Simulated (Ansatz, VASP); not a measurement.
## AlN: VASP beside Ansatz

```xyz
2
Lattice="0.0000 2.2909 2.1376 2.1376 0.0000 2.1376 2.1376 2.2909 0.0000" Properties=species:S:1:pos:R:3 pbc="T T T"
Al    0.0385    0.0000    0.0000
N     3.1321    3.4363    3.2063
```

Change from the starting cell: mode 4 frozen in at -0.076 Å, strain +e along z and -e/2 along x and y +0.0467.

Alike in both runs: task single point; functional PBEsol; k mesh 10 × 10 × 10; occupations gaussian, width 0.05 eV; no spin polarisation.

|  | VASP | Ansatz |
| --- | --- | --- |
| version | VASP 6.6.1 | Ansatz 0.2.0 |
| potentials or method | VASP PAW PBE potentials, release 64 (Al, N), cutoff 520 eV | scalar-relativistic, plane waves, PAW |
| valence electrons in the cell | 8 | 8 |

|  | VASP | Ansatz | Ansatz less VASP |
| --- | --- | --- | --- |
| gap on the k mesh at the Fermi level (eV) | 2.81 | 2.82 | +0.008 |
| least direct gap on the mesh (eV) | 3.76 | 3.74 | -0.015 |
| pressure (GPa) | 1.4 | 1.4 | -0.04 |
| traceless stress, the component that is largest in VASP (GPa) | -7.94 | -7.82 | +0.119 |
| rms of the force components (eV/Å) | 0.884 | 0.877 | -0.0068 |

VASP's potentials were made for PBE, not for PBEsol, and Ansatz warns of the same on its side. Atom by atom the forces differ by 0.007 eV/Å (rms over components).
